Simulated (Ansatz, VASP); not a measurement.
## One calculation of SiC, two programs

Contents of POSCAR:

```
SiC
1.0
    0.0000000000      2.1780523510      2.1344913040
    2.1780523510      0.0000000000      2.1344913040
    2.1780523510      2.1780523510      0.0000000000
Si C
1 1
Direct
    0.0000000000      0.0000000000      0.0000000000
    0.2500000000      0.2500000000      0.2500000000
```

File INCAR.step1:

```
SYSTEM = SiC
ALGO     = Normal         ! electronic algorithm
EDIFF    = 1E-4           ! SCF threshold, eV
ENCUT    = 520            ! plane-wave cutoff, eV
GGA      = PE             ! functional
ISMEAR   = 0              ! smearing method
LASPH    = .True.         ! aspherical terms in the spheres
LCHARG   = .False.        ! write CHGCAR
LREAL    = .False.        ! projectors in reciprocal space
LWAVE    = .True.         ! write WAVECAR
NBANDS   = 11             ! bands
NELM     = 100            ! most SCF steps
PREC     = Accurate       ! precision mode
SIGMA    = 0.01           ! smearing width, eV
```

Contents of INCAR.step2:

```
SYSTEM = SiC
ALGO     = Normal         ! electronic algorithm
EDIFF    = 1E-6           ! SCF threshold, eV
ENCUT    = 520            ! plane-wave cutoff, eV
ISIF     = 2              ! what is computed and relaxed
ISMEAR   = 0              ! smearing method
ISTART   = 1            
LASPH    = .True.         ! aspherical terms in the spheres
LCHARG   = .True.         ! write CHGCAR
LELF     = .True.         ! ELF
LMIXTAU  = .True.       
LREAL    = .False.        ! projectors in reciprocal space
LVHAR    = .True.       
LWAVE    = .False.        ! write WAVECAR
METAGGA  = R2SCAN         ! meta-GGA
NBANDS   = 11             ! bands
NELM     = 100            ! most SCF steps
PREC     = Accurate       ! precision mode
SIGMA    = 0.01           ! smearing width, eV
```

File KPOINTS:

```
k-points
0
Gamma
  10 10 10
  0 0 0
```

Input for Ansatz:

```yaml
crystal:
  lattice:
    - [0.0, 2.178052351, 2.134491304]
    - [2.178052351, 0.0, 2.134491304]
    - [2.178052351, 2.178052351, 0.0]
  atoms:
    - { symbol: Si, position: [0.0, 0.0, 0.0] }
    - { symbol: C, position: [0.25, 0.25, 0.25] }
kpoints:
  mp_grid: { grid: [10, 10, 10] }
  band_path:
    path:
      - [0.0, 0.0, 0.0]
      - [-0.5, -0.5, 0.0]
      - [-0.375, -0.375, 0.25]
      - [-0.375, 0.0, 0.375]
      - [0.0, 0.0, 0.5]
      - [-0.5, -0.25, 0.25]
    npoints: 1
hamiltonian:
  xc: r2scan
scf:
  occupations: { method: fixed }
  n_extra_bands: 4
output:
  forces: true
  stress: true
  eigenvalues: true
```

Change from the starting cell: uniaxial_z strain -2.0%.

Alike in both runs: task single point; functional r2SCAN; k mesh 10 × 10 × 10; no spin polarisation.

|  | VASP | Ansatz |
| --- | --- | --- |
| version | VASP 6.6.1 | Ansatz 0.2.0 |
| potentials or method | VASP PAW PBE potentials, release 64 (Si, C) | plane waves, PAW |
| plane-wave cutoff (eV) | 520 | 500 |
| occupations | gaussian, width 0.01 eV | fixed |
| valence electrons in the cell | 8 | 8 |

```csv
,VASP,Ansatz,Ansatz less VASP
gap on the k mesh at the Fermi level (eV),1.49,1.48,-0.011
pressure (GPa),4.6,4.8,+0.20
"traceless stress, the component that is largest in VASP (GPa)",3.64,3.62,-0.018
```

VASP's potentials were made for PBE, not for r2SCAN.
